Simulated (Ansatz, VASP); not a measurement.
Two plane-wave programs on ZnSe

```xyz
2
Lattice="0.0000 2.8798 2.8798 2.8798 0.0000 2.8798 2.8798 2.8798 0.0000" Properties=species:S:1:pos:R:3 pbc="T T T"
Zn    0.0000    0.0000    0.0000
Se    1.4399    1.4399    1.4399
```

Alike in both runs: task relaxation of cell and atoms; functional PBE; k mesh 12 × 12 × 12; occupations methfessel-paxton of order 1, width 0.1 eV; no spin polarisation.

|  | VASP | Ansatz |
| --- | --- | --- |
| version | VASP 6.6.1 | Ansatz 0.2.0 |
| potentials or method | VASP PAW PBE potentials, release 64 (Zn, Se) | PAW with Ansatz's default frozen-core files, scalar-relativistic |
| plane-wave cutoff (eV) | 600 | 420 |
| valence electrons in the cell | 18 | 28 |

|  | VASP | Ansatz | Ansatz less VASP |
| --- | --- | --- | --- |
| gap on the k mesh at the Fermi level, each at its own relaxed structure (eV) | 1.14 | 1.15 | +0.011 |
| relaxed volume (Å³/atom) | 23.63 | 23.55 | -0.075 |
| relaxed cell length with the largest relative difference (Å) | 4.058 | 4.054 | -0.0043 |

VASP's potentials hold 18 valence electrons a cell and Ansatz's 28, so a difference there can come from the potentials and not from the codes.
